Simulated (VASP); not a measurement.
# AlN: single point with HSE06

The system is AlN.

```
CELL_PARAMETERS angstrom
3.19989 0.00000 0.00000
-1.59995 2.77119 0.00000
0.00000 0.00000 5.12795
ATOMIC_POSITIONS crystal
Al 0.33333 0.66667 0.99701
Al 0.66667 0.33333 0.49701
N 0.33333 0.66667 0.37799
N 0.66667 0.33333 0.87799
```

This cell differs from its parent crystal: strain +3.0%.

- Program: VASP 6.6.1
- Task: single point
- Functional: HSE06
- Potentials or basis: VASP PAW PBE potentials, release 64 (Al, N)
- Cutoff: 520 eV
- k mesh: 6 × 6 × 4
- Occupations: gaussian, width 0.01 eV
- Spin: no spin polarisation
- Dipole correction: no
- Grid for exact exchange (PRECFOCK): Normal
- Further INCAR settings: ALGO = Normal; EDIFF = 1e-06; NBANDS = 16
- Share of exact exchange: 0.25
- Screening parameter: 0.2079 1/Å

The pressure is -16.5 GPa. The largest force is 0.007 eV/Å. The band gap on the k mesh is 4.76 eV.

Forces on the atoms (eV/Å):
```
Al   0.000  0.000 -0.007
Al   0.000  0.000 -0.007
N    0.000  0.000  0.007
N    0.000  0.000  0.007
```

Stress tensor (GPa, compression positive):
```
-16.92   0.00   0.00
  0.00 -16.92   0.00
  0.00   0.00 -15.80
```

Levels at points of the mesh, in eV from the valence-band top:
```tsv
k point	band 6	band 7	band 8	band 9	band 10	band 11
(0.00, 0.00, 0.00)	-0.19	-0.19	0.00	4.76	7.35	11.73
(0.50, 0.00, 0.00)	-2.16	-1.76	-0.72	6.84	6.94	8.95
(0.00, 0.00, 0.50)	-0.55	-0.55	-0.55	7.16	7.16	11.26
(0.50, 0.00, 0.50)	-1.51	-1.40	-1.40	6.31	6.31	10.22
```

Wall time 26 min on 1 thread of Intel(R) Xeon(R) Platinum 8375C CPU @ 2.90GHz (Ice Lake), on a shared host, peak memory 0.26 GiB.

Caveat: the cell differs from its parent crystal (strain +3.0%); the cell stands under tension; the PAW data sets were made with another functional, which shifts forces and pressure a little.
